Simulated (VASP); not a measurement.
The system is Ta2SiO3.

```xyz
6
Lattice="5.0302 0.0000 0.0000 -2.5151 4.3563 0.0000 0.0000 0.0000 3.2180" Properties=species:S:1:pos:R:3 pbc="T T T"
Ta    0.0000    2.9042    1.6090
Ta    2.5151    1.4521    1.6090
Si    0.0000    0.0000    0.0000
O     2.9862    0.0000    0.0000
O    -1.4931    2.5861    0.0000
O     1.0220    1.7701    0.0000
```

Base run:

```yaml
Program: VASP 6.6.1
Functional: PBE
Potentials_or_basis: VASP PAW PBE potentials, release 64 (Ta_pv, Si, O)
Cutoff: 520 eV
k_mesh: 6 × 6 × 6
Occupations: gaussian, width 0.1 eV
Spin: no spin polarisation
```

Its results: band gap on the k mesh 0.68 eV, direct; pressure 0.4 GPa.

Q: The run is repeated on the same cell with these changes: potentials or basis from VASP PAW PBE potentials, release 64 (Ta_pv, Si, O) to VASP PAW PBE potentials, release 64 (Ta_sv_GW, Si, O); cutoff from 520 eV to 600 eV; further incar settings from ALGO = Normal; EDIFF = 1e-06; NBANDS = 31 to ALGO = Normal; EDIFF = 1e-06; NBANDS = 33; valence electrons from 44 to 48. What comes out?

A: Band gap on the k mesh 0.68 eV, direct; pressure -0.1 GPa.

Caveats: spin-orbit coupling is left out, which moves the levels of the heavy elements.

A k mesh can miss the band edges.
